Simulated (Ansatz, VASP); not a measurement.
GdN in VASP and in Ansatz

File POSCAR:

```
GdN
1.0
    0.0000000000      2.5193012995      2.5193012995
    2.5193012995      0.0000000000      2.5193012995
    2.5193012995      2.5193012995      0.0000000000
Gd N
1 1
Direct
    0.0000000000      0.0000000000      0.0000000000
    0.5000000000      0.5000000000      0.5000000000
```

Contents of INCAR.step1:

```
ALGO = Normal
EDIFF = 1E-4
ENCUT = 520
GGA = PE
ISMEAR = 0
ISPIN = 2
LASPH = True
LCHARG = False
LMAXMIX = 6
LREAL = False
LWAVE = True
MAGMOM = 7.63 0
NBANDS = 22
NELM = 150
PREC = Accurate
SIGMA = 0.05
```

INCAR.step2

```
ALGO = Normal
EDIFF = 1E-6
ENCUT = 520
ISIF = 2
ISMEAR = 0
ISPIN = 2
ISTART = 1
LASPH = True
LCHARG = False
LMAXMIX = 6
LMIXTAU = True
LORBIT = 11
LREAL = False
LWAVE = False
MAGMOM = 7.63 0
METAGGA = R2SCAN
NBANDS = 22
NELM = 150
PREC = Accurate
SIGMA = 0.05
```

File KPOINTS:

```
k-points
0
Gamma
  12 12 12
```

Input for Ansatz:

```yaml
crystal:
  lattice:
    - [0.0, 2.5193012995, 2.5193012995]
    - [2.5193012995, 0.0, 2.5193012995]
    - [2.5193012995, 2.5193012995, 0.0]
  atoms:
    - { symbol: Gd, position: [0.0, 0.0, 0.0], spin: 7.63 }
    - { symbol: "N", position: [0.5, 0.5, 0.5] }
basis:
  ecutwfc: 500
  ecutrho_ratio: 4
kpoints:
  mp_grid: { grid: [12, 12, 12] }
hamiltonian:
  xc: r2scan
scf:
  occupations: { method: gaussian, width: 0.05 }
output:
  forces: true
  stress: true
  eigenvalues: true
  populations: true
magnetization:
  spin_polarized: true
```

Alike in both runs: task single point; functional r2SCAN; k mesh 12 × 12 × 12; occupations gaussian, width 0.05 eV; collinear spin.

```csv
,VASP,Ansatz
version,VASP 6.6.1,Ansatz 0.2.0
potentials or method,"VASP PAW PBE potentials, release 64 (Gd, N), cutoff 520 eV","scalar-relativistic, plane waves, PAW"
valence electrons in the cell,23,23
```

```csv
,VASP,Ansatz,Ansatz less VASP
gap on the k mesh at the Fermi level (eV),none,none,-
pressure (GPa),-5.7,-5.7,+0.01
net moment per atom (μB),3.50,3.50,0.000
size of the moment on the site where the two differ most (μB),6.79,6.94,+0.148
```

VASP's potentials were made for PBE, not for r2SCAN. Site moments also hang on the region over which each program counts them. A gap of «none» marks a metal or a gap that the smearing closes. Ansatz's warnings: stability check not made.

Neither program's run includes spin-orbit coupling.
